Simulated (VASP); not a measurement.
Wanted: the native input for a VASP 6.6.1 run.

```
Task                   : relaxation of cell and atoms
Functional             : PBE
Potentials or basis    : VASP PAW PBE potentials, release 64 (B, Pd)
Cutoff                 : 600 eV
k mesh                 : 6 × 6 × 14
Occupations            : gaussian, width 0.1 eV
Spin                   : no spin polarisation
Dipole correction      : no
Further INCAR settings : ALGO = Fast; EDIFF = 1e-06; IBRION = 2; EDIFFG = -0.01; NSW = 100; ISIF = 3
```

The structure of BPd4 lies in POSCAR:

```
BPd4
1.0
    6.0827340781      0.0000000000      0.0000000000
    0.0000000000      6.0827340781      0.0000000000
    0.0000000000      0.0000000000      2.5612298384
B Pd
1 4
Direct
    0.5000000000      0.5000000000      0.0000000000
    0.2937334679      0.0000000000      0.5000000000
    0.7062665321      0.0000000000      0.5000000000
    0.0000000000      0.2937334679      0.5000000000
    0.0000000000      0.7062665321      0.5000000000
```

One way to write it, as run:

INCAR

```
PREC = Accurate ; ENCUT = 600
EDIFF = 1E-6 ; ISMEAR = 0
SIGMA = 0.1 ; LREAL = False
LASPH = True ; NELM = 60
ALGO = Fast ; ISIF = 3
LWAVE = False ; LCHARG = False
GGA = PE ; IBRION = 2
NSW = 100 ; EDIFFG = -0.01
```

KPOINTS

```
Automatic mesh
0
Gamma
  6 6 14
```

Potentials or basis: VASP PAW PBE potentials, release 64 (B, Pd).

Run with:

```bash
$ cat potpaw_PBE.64/B/POTCAR potpaw_PBE.64/Pd/POTCAR > POTCAR
$ mpirun -np 1 vasp_std > vasp.out
```

Results of the run:

The relaxed volume is 18.87 Å³/atom, the relaxed cell is a = 6.077 Å, b = 6.077 Å, c = 2.555 Å, α = 90.00°, β = 90.00°, γ = 90.00° and the space group after relaxing (to 0.05 Å) is P4/mmm (No. 123). The energy gained by relaxing is 0.2 meV/atom and the ionic steps are 5. The pressure after relaxing is 0.0 GPa and the largest force after relaxing is 0.005 eV/Å.

Wall time 13 min on 1 thread of Intel(R) Xeon(R) Platinum 8488C (Sapphire Rapids) (shared host), peak memory 0.36 GiB.
